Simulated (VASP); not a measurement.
A run of VASP 6.6.1:

INCAR

```
SYSTEM = TaRu19
ALGO     = Normal         ! electronic algorithm
DIPOL    = 0.5 0.5 0.500
EDIFF    = 1E-6           ! SCF threshold, eV
ENCUT    = 400            ! plane-wave cutoff, eV
GGA      = PE             ! functional
GGA_COMPAT= .False.      
IDIPOL   = 3            
ISIF     = 2              ! what is computed and relaxed
ISMEAR   = 1              ! smearing method
LASPH    = .True.         ! aspherical terms in the spheres
LCHARG   = .False.        ! write CHGCAR
LDIPOL   = .True.       
LREAL    = .False.        ! projectors in reciprocal space
LWAVE    = .False.        ! write WAVECAR
NBANDS   = 154            ! bands
NELM     = 120            ! most SCF steps
NELMDL   = -8           
PREC     = Accurate       ! precision mode
SIGMA    = 0.1            ! smearing width, eV
```

KPOINTS

```
k-points
0
Gamma
  9 9 1
  0 0 0
```

Contents of POSCAR:

```
TaRu19
1.0
    5.4395046079      0.0000000000      0.0000000000
   -2.7197523040      4.7107491745      0.0000000000
    0.0000000000      0.0000000000     20.5940128308
Ru Ta
19 1
Direct
    0.1678412354      0.3321587646      0.2935013852
    0.1678412354      0.8356824708      0.2935013852
    0.6643175292      0.3321587646      0.2935013852
    0.6666666667      0.8333333333      0.2940699347
    0.3333333333      0.1666666667      0.3946514277
    0.3350684769      0.6675342384      0.3932437841
    0.8324657616      0.1649315231      0.3932437841
    0.8324657616      0.6675342384      0.3932437841
    0.1651520668      0.3348479332      0.4978194083
    0.1651520668      0.8303041336      0.4978194083
    0.6696958664      0.3348479332      0.4978194083
    0.6666666667      0.8333333333      0.4991800671
    0.3371713046      0.6685856523      0.6061804448
    0.8314143477      0.1628286954      0.6061804448
    0.8314143477      0.6685856523      0.6061804448
    0.1653114682      0.3346885318      0.7085456233
    0.1653114682      0.8306229364      0.7085456233
    0.6693770636      0.3346885318      0.7085456233
    0.6666666667      0.8333333333      0.7058333951
    0.3333333333      0.1666666667      0.6083932384
```

Potentials or basis: VASP PAW PBE potentials, release 64 (Ru_pv, Ta_pv).

Launch:

```bash
$ cat potpaw_PBE.64/Ru_pv/POTCAR potpaw_PBE.64/Ta_pv/POTCAR > POTCAR
$ mpirun -np 1 vasp_std > vasp.out
```

Hardware: 1 thread of Intel Xeon 8259CL, on a shared host.

Task: Estimate the wall time of this run.

Result: It took 78 min on 1 thread of Intel Xeon 8259CL, on a shared host, peak memory 0.7 GiB. Counts: scf iterations 38, k points 12.
